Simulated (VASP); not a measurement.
# Zr (P6_3/mmc) in VASP: further runs

Aim: see how the results for Zr move with the level of theory and the settings. Levels: PBE, RPBE+D4, PBE+D4. Tasks: single point, relaxation of cell and atoms.

Program: VASP 6.6.1. These are calculated values, not measurements. Logs are shortened: lines on timing, memory, paths and dates and some standing lists are left out, and cuts for length are marked.

## 1. The cell of the first run

It takes space group P6_3/mmc (No. 194, hexagonal). Conventional cell: a = 3.232 Å, b = 3.232 Å, c = 5.147 Å, α = 90.00°, β = 90.00°, γ = 120.00°. Zr (site symmetry -6m2) has 12 Zr at 3.18 to 3.23 Å within 4.2 Å.

## 2. Single point, PBE

File INCAR:

```
SYSTEM = Zr
  PREC = Accurate
  ENCUT = 520
  EDIFF = 1E-7
  ISMEAR = 0
  SIGMA = 0.027000000000000003
  LREAL = .FALSE.
  LASPH = .TRUE.
  NELM = 80
  ALGO = Normal
  ISIF = 2
  LWAVE = .FALSE.
  LCHARG = .TRUE.
  GGA = PE
  LELF = .TRUE.
  LVHAR = .TRUE.
  NBANDS = 19
```

File KPOINTS:

```
regular mesh
0
G
  9 9 5
  0 0 0
```

File POSCAR:

```
Zr
1.0
    3.2320000000      0.0000000000      0.0000000000
   -1.6160000000      2.7989941050      0.0000000000
    0.0000000000      0.0000000000      5.1470000000
Zr
2
Direct
    0.6666666667      0.3333333333      0.7500000000
    0.3333333333      0.6666666667      0.2500000000
```

Potentials or basis: VASP PAW PBE potentials, release 64 (Zr_sv).

Launch:

```bash
$ cat potpaw_PBE.64/Zr_sv/POTCAR > POTCAR
$ mpirun -np 1 vasp_std > vasp.out
```

OUTCAR:

```text
SYSTEM = Zr
   PREC = Accurate
   ENCUT = 520
   EDIFF = 1E-7
   ISMEAR = 0
   LREAL = .FALSE.
   LASPH = .TRUE.
   NELM = 80
   ISIF = 2
   GGA = PE

 ion  position               nearest neighbor table
   1  0.667  0.333  0.750-   2 3.18   2 3.18   2 3.18   2 3.18   2 3.18   2 3.18
   2  0.333  0.667  0.250-   1 3.18   1 3.18   1 3.18   1 3.18   1 3.18   1 3.18

  LATTYP: Found a hexagonal cell.
 ALAT       =     3.2320000000
 C/A-ratio  =     1.5925123762

  Lattice vectors:

 A1 = (   3.2320000000,   0.0000000000,   0.0000000000)
 A2 = (  -1.6160000000,   2.7989941050,   0.0000000000)
 A3 = (   0.0000000000,   0.0000000000,   5.1470000000)

Analysis of symmetry for initial positions (statically):
=====================================================================
 Subroutine PRICEL returns:
 Original cell was already a primitive cell.

 Routine SETGRP: Setting up the symmetry group for a
 hexagonal supercell.

 Subroutine GETGRP returns: Found 24 space group operations
 (whereof 12 operations were pure point group operations)
 out of a pool of 24 trial point group operations.

The static configuration has the point symmetry D_3d.
 The point group associated with its full space group is D_6h.

Analysis of symmetry for dynamics (positions and initial velocities):
=====================================================================
 Subroutine PRICEL returns:
 Original cell was already a primitive cell.

 Routine SETGRP: Setting up the symmetry group for a
 hexagonal supercell.

 Subroutine GETGRP returns: Found 24 space group operations
 (whereof 12 operations were pure point group operations)
 out of a pool of 24 trial point group operations.

The dynamic configuration has the point symmetry D_3d.
 The point group associated with its full space group is D_6h.

 Subroutine INISYM returns: Found 24 space group operations
 (whereof 12 operations are pure point group operations),
 and found     1 'primitive' translations

----------------------------------------------------------------------------------------

                                     Primitive cell

  volume of cell :      46.5616

  direct lattice vectors                    reciprocal lattice vectors
     3.232000000  0.000000000  0.000000000     0.309405941  0.178635603  0.000000000
    -1.616000000  2.798994105  0.000000000     0.000000000  0.357271206  0.000000000
     0.000000000  0.000000000  5.147000000     0.000000000  0.000000000  0.194287935

  length of vectors
     3.232000000  3.232000000  5.147000000     0.357271206  0.357271206  0.194287935

  position of ions in fractional coordinates (direct lattice)
     0.666666667  0.333333333  0.750000000
     0.333333333  0.666666667  0.250000000

  ion indices of the primitive-cell ions
   primitive index   ion index
                 1           1
                 2           2

----------------------------------------------------------------------------------------

 KPOINTS: regular mesh

Automatic generation of k-mesh.
 Grid dimensions read from file:
 generate k-points for:    9    9    5

 Generating k-lattice:

  Cartesian coordinates                     Fractional coordinates (reciprocal lattice)
     0.034378438  0.019848400  0.000000000     0.111111111  0.000000000  0.000000000
     0.000000000  0.039696801  0.000000000     0.000000000  0.111111111  0.000000000
     0.000000000  0.000000000  0.038857587     0.000000000  0.000000000  0.200000000

  Length of vectors
     0.039696801  0.039696801  0.038857587

  Shift w.r.t. Gamma in fractional coordinates (k-lattice)
     0.000000000  0.000000000  0.000000000

 Subroutine IBZKPT returns following result:
 ===========================================

 Found     36 irreducible k-points:

 Following reciprocal coordinates:
            Coordinates               Weight
  0.000000  0.000000  0.000000      1.000000
  0.111111  0.000000  0.000000      6.000000
  0.222222  0.000000  0.000000      6.000000
  0.333333  0.000000  0.000000      6.000000
  0.444444  0.000000  0.000000      6.000000
  0.111111  0.111111  0.000000      6.000000
[... 16 lines left out ...]
  0.333333  0.222222  0.200000     24.000000
  0.333333  0.333333  0.200000      4.000000
 [... further k-points ...]
   k-points           NKPTS =     36   k-points in BZ     NKDIM =     36   number of bands    NBANDS=     19
   number of dos      NEDOS =    301   number of ions     NIONS =      2
   total plane-waves  NPLWV =  23040
   dimension x,y,z NGX =    24 NGY =   24 NGZ =   40
   dimension x,y,z NGXF=    48 NGYF=   48 NGZF=   80
   ions per type =               2
   NGX,Y,Z   is equivalent  to a cutoff of  12.34, 12.34, 12.92 a.u.
   NGXF,Y,Z  is equivalent  to a cutoff of  24.69, 24.69, 25.84 a.u.
 SYSTEM =  Zr
   PREC   = accura    normal or accurate (medium, high low for compatibility)
   ISTART =      0    job   : 0-new  1-cont  2-samecut
   ICHARG =      2    charge: 1-file 2-atom 10-const
   ISPIN  =      1    spin polarized calculation?
   LNONCOLLINEAR =      F non collinear calculations
   LSORBIT =      F    spin-orbit coupling
   LASPH  =      T    aspherical Exc in radial PAW
   ENCUT  =  520.0 eV  38.22 Ry    6.18 a.u.   6.01  6.01  9.57*2*pi/ulx,y,z
   NELM   =     80;   NELMIN=  2; NELMDL= -5     # of ELM steps
   EDIFF  = 0.1E-06   stopping-criterion for ELM
   LREAL  =      F    real-space projection
   EDIFFG = 0.1E-05   stopping-criterion for IOM
   NSW    =      0    number of steps for IOM
   IBRION =     -1    ionic relax: 0-MD 1-quasi-New 2-CG
   NFREE  =      0    steps in history (QN), initial steepest desc. (CG)
   ISIF   =      2    stress and relaxation
   ISYM   =      2    0-nonsym 1-usesym 2-fastsym
   POTIM  = 0.5000    time-step for ionic-motion
   TEBEG  =    0.0;   TEEND  =   0.0 temperature during run
   PSTRESS=    0.0 pullay stress
   NELECT =      24.0000    total number of electrons
   NUPDOWN=      -1.0000    fix difference up-down
   EMIN   =  10.00;   EMAX   =-10.00  energy-range for DOS
   EFERMI =   0.00;   METHOD = LEGACY
   ISMEAR =     0;   SIGMA  =   0.03  broadening in eV -4-tet -1-fermi 0-gaus
   EFERMI_NEDOS =   21; number of points for ismear=-14 and -15
   IALGO  =     38    algorithm
   IMIX   =      4    mixing-type and parameters
     AMIX     =   0.40;   BMIX     =  1.00
     AMIX_MAG =   1.60;   BMIX_MAG =  1.00
  volume/ion in A,a.u.               =      23.28       157.11
  Fermi-wavevector in a.u.,A,eV,Ry     =   1.312611  2.480475 23.442130  1.722948
  Thomas-Fermi vector in A             =   2.442991
   LORBIT       =      0    0 simple, 1 ext, 2 COOP (PROOUT), +10 PAW based schemes
   GGA     = PE    functional components
   LHFCALC =     F    Hartree Fock is set to
   AEXX    =    0.0000 exact exchange contribution
   IVDW    =     0    specifies the selected vdW correction
   LEPSILON=     F    determine dielectric tensor
   LRPA    =     F    only Hartree local field effects (RPA)
 non-spin polarized calculation
 Gauss-broadening in eV      SIGMA  =   0.03
  energy-cutoff  :      520.00
  volume of cell :       46.56
 maximum number of plane-waves:      1284
   NGX = 13   NGY = 13   NGZ = 19

 number of electron      24.0000000 magnetization

 Free energy of the ion-electron system (eV)
  ---------------------------------------------------
  ext. energy  EPLUGINS =         0.00000000
  ---------------------------------------------------
  free energy    TOTEN  =       -17.04465902 eV

  energy without entropy =      -17.04349385  energy(sigma->0) =      -17.04407644

 E-fermi :   9.0318     XC(G=0): -11.0828

 val. band max:        9.0302068242   @ k =   0.1111   0.0000   0.4000
 cond. band min:       9.0359203784   @ k =   0.2222   0.2222   0.4000
 fundamental gap:      0.0057135542
 Fermi energy:         9.0318219817

 k-point     1 :       0.0000    0.0000    0.0000
  band No.  band energies     occupation
      1     -39.8506      2.00000
      2     -39.6962      2.00000
      3     -18.3738      2.00000
      4     -17.5033      2.00000
      5     -17.5033      2.00000
      6     -17.3677      2.00000
[... 11 lines left out ...]
     18      11.1267      0.00000
     19      13.4219      0.00000

 k-point     2 :       0.1111    0.0000    0.0000
  band No.  band energies     occupation
      1     -39.8369      2.00000
      2     -39.6906      2.00000
      3     -18.3365      2.00000
      4     -17.5848      2.00000
      5     -17.5299      2.00000
      6     -17.4461      2.00000
[... 11 lines left out ...]
     18      10.8458      0.00000
     19      13.6258      0.00000

 k-point     3 :       0.2222    0.0000    0.0000
  band No.  band energies     occupation
      1     -39.8006      2.00000
      2     -39.6776      2.00000
      3     -18.2335      2.00000
      4     -17.7911      2.00000
      5     -17.6502      2.00000
      6     -17.5938      2.00000
[... 11 lines left out ...]
     18      11.6884      0.00000
     19      13.9629      0.00000

 k-point     4 :       0.3333    0.0000    0.0000
  band No.  band energies     occupation
      1     -39.7554      2.00000
      2     -39.6663      2.00000
      3     -18.0917      2.00000
      4     -18.0243      2.00000
      5     -17.8687      2.00000
      6     -17.6624      2.00000
[... 11 lines left out ...]
     18      12.8892      0.00000
     19      14.1860      0.00000

 k-point     5 :       0.4444    0.0000    0.0000
  band No.  band energies     occupation
      1     -39.7206      2.00000
      2     -39.6640      2.00000
      3     -18.1748      2.00000
      4     -18.0050      2.00000
      5     -17.9648      2.00000
      6     -17.7055      2.00000
[... 11 lines left out ...]
     18      14.2272      0.00000
     19      14.2785      0.00000
[... 334 lines left out ...]
      2     -39.6693      2.00000
      3     -18.2271      2.00000
      4     -18.0814      2.00000
      5     -17.8437      2.00000
      6     -17.7085      2.00000
[... 11 lines left out ...]
     18      14.0895      0.00000
     19      14.9029      0.00000

 k-point    22 :       0.2222    0.2222    0.2000
  band No.  band energies     occupation
      1     -39.7264      2.00000
      2     -39.6703      2.00000
      3     -18.1169      2.00000
      4     -18.0296      2.00000
      5     -17.8118      2.00000
      6     -17.7588      2.00000
[... 11 lines left out ...]
     18      13.6386      0.00000
     19      14.5427      0.00000

 k-point    23 :       0.3333    0.2222    0.2000
  band No.  band energies     occupation
      1     -39.6983      2.00000
      2     -39.6700      2.00000
      3     -18.1381      2.00000
      4     -18.0497      2.00000
      5     -17.8935      2.00000
      6     -17.7420      2.00000
[... 11 lines left out ...]
     18      14.0442      0.00000
     19      15.4540      0.00000

 k-point    24 :       0.3333    0.3333    0.2000
  band No.  band energies     occupation
      1     -39.6791      2.00000
      2     -39.6791      2.00000
      3     -18.0343      2.00000
      4     -18.0269      2.00000
      5     -18.0269      2.00000
      6     -17.7743      2.00000
[... 11 lines left out ...]
     18      13.3871      0.00000
     19      15.7065      0.00000

 [... further k-points ...]
[... 5 lines left out ...]
  --------------------------------------------------------------------------------------
  -------------------------------------------------------------------------------------
  Total        0.0677730      0.0677730      0.3824972     -0.0000000      0.0000000      0.0000000
  in kB        2.3320590      2.3320590     13.1616815     -0.0000000      0.0000000      0.0000000
  external PRESSURE =       5.9419332 kB  Pullay stress =       0.0000000 kB

 VOLUME and BASIS-vectors are now :
 -----------------------------------------------------------------------------
  energy-cutoff  :      520.00
  volume of cell :       46.56
      direct lattice vectors                 reciprocal lattice vectors
     3.232000000  0.000000000  0.000000000     0.309405941  0.178635603  0.000000000
    -1.616000000  2.798994105  0.000000000     0.000000000  0.357271206  0.000000000
     0.000000000  0.000000000  5.147000000     0.000000000  0.000000000  0.194287935

 POSITION                                       TOTAL-FORCE (eV/Angst)
 -----------------------------------------------------------------------------------
      1.61600      0.93300      3.86025         0.000000      0.000000      0.000000
     -0.00000      1.86600      1.28675        -0.000000     -0.000000      0.000000
 -----------------------------------------------------------------------------------
    total drift:                               -0.000000      0.000000     -0.000000

  FREE ENERGIE OF THE ION-ELECTRON SYSTEM (eV)
  ---------------------------------------------------
  free  energy   TOTEN  =       -17.0446590165 eV

  energy  without entropy=      -17.0434938539  energy(sigma->0) =      -17.04407644
```

Run time: 13 s. Hardware: 1 thread of Intel Xeon Platinum 8559C (Emerald Rapids), shared host; peak memory 0.16 GiB.

What came out:

| Item | Value |
| --- | --- |
| Free energy | -17.0447 eV |
| Pressure | 0.6 GPa |
| Band gap on the k mesh | zero (band 12 reaches 9.85 eV, above the bottom of band 13 at 8.74 eV) |

Levels at points of the mesh, in eV from the Fermi level:
```
           k point  band 9  band 10  band 11  band 12  band 13  band 14  band 15  band 16
(0.00, 0.00, 0.00)   -5.70    -3.07     0.82     0.82     0.97     1.13     1.52     1.52
```

## 3. Single point, RPBE+D4

This run uses another cell than the first one, of 23.39 Å³/atom, 1.005 times its volume.

File INCAR:

```
SYSTEM = Zr
PREC = Accurate ; ENCUT = 520
EDIFF = 1E-6 ; ISMEAR = -1
SIGMA = 0.05 ; LREAL = .False.
LASPH = .True. ; NELM = 100
ALGO = Normal ; ISIF = 2
LWAVE = .False. ; LCHARG = .False.
GGA = RP ; IVDW = 13
NBANDS = 19
```

File KPOINTS:

```
regular mesh
0
Gamma
  9 9 5
  0 0 0
```

File POSCAR:

```
Zr
1.0
    3.2287658917      0.0000000000      0.0000000000
   -1.6143829458      2.7961932850      0.0000000000
    0.0000000000      0.0000000000      5.1808922593
Zr
2
Direct
    0.6666666667      0.3333333333      0.7500000000
    0.3333333333      0.6666666667      0.2500000000
```

Potentials or basis: VASP PAW PBE potentials, release 64 (Zr_sv).

Launch:

```bash
$ cat potpaw_PBE.64/Zr_sv/POTCAR > POTCAR
$ mpirun -np 1 vasp_std > vasp.out
```

Wall time 12 s (1 thread of Intel Xeon Platinum 8559C (Emerald Rapids), shared host); peak memory 0.16 GiB.

It converged, with:

```yaml
Free_energy: -16.8725 eV
Pressure: -0.1 GPa
Band_gap_on_the_k_mesh: zero (band 12 reaches 9.91 eV, above the bottom of band 13 at 8.76 eV)
Dispersion_energy_per_atom: -0.336 eV
```

Levels at points of the mesh, in eV from the Fermi level:
```csv
k point,band 10,band 11,band 12,band 13,band 14,band 15
"(0.00, 0.00, 0.00)",-3.02,0.88,0.88,0.95,1.07,1.55
```

Caveat: the PAW data sets were made with another functional, which shifts forces and pressure a little; pairwise dispersion overbinds metals, which lowers pressure and volume.

(Part 1 of 2 ends here.)
